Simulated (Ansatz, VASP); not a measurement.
**Ir: VASP beside Ansatz**

```xyz
1
Lattice="0.0000 1.9156 1.9156 1.9156 0.0000 1.9156 1.9156 1.9156 0.0000" Properties=species:S:1:pos:R:3 pbc="T T T"
Ir    0.0000    0.0000    0.0000
```

Alike in both runs: task single point; functional PBE; k mesh 12 × 12 × 12; occupations gaussian, width 0.1 eV; no spin polarisation.

|  | VASP | Ansatz |
| --- | --- | --- |
| version | VASP 6.6.1 | Ansatz 0.2.0 |
| potentials or method | VASP PAW PBE potentials, release 64 (Ir), cutoff 520 eV | all-electron LAPW, scalar-relativistic |

Ansatz gave:

```
gap on the k mesh at the Fermi level (eV) : none
pressure (GPa)                            : 11.1
```

Q: Estimate VASP's values.

A: gap on the k mesh at the Fermi level (eV): none; pressure (GPa): 11.8.

A gap of «none» marks a metal or a gap that the smearing closes. Ansatz ran all-electron here, and VASP with PAW potentials.

Spin-orbit coupling is off throughout.
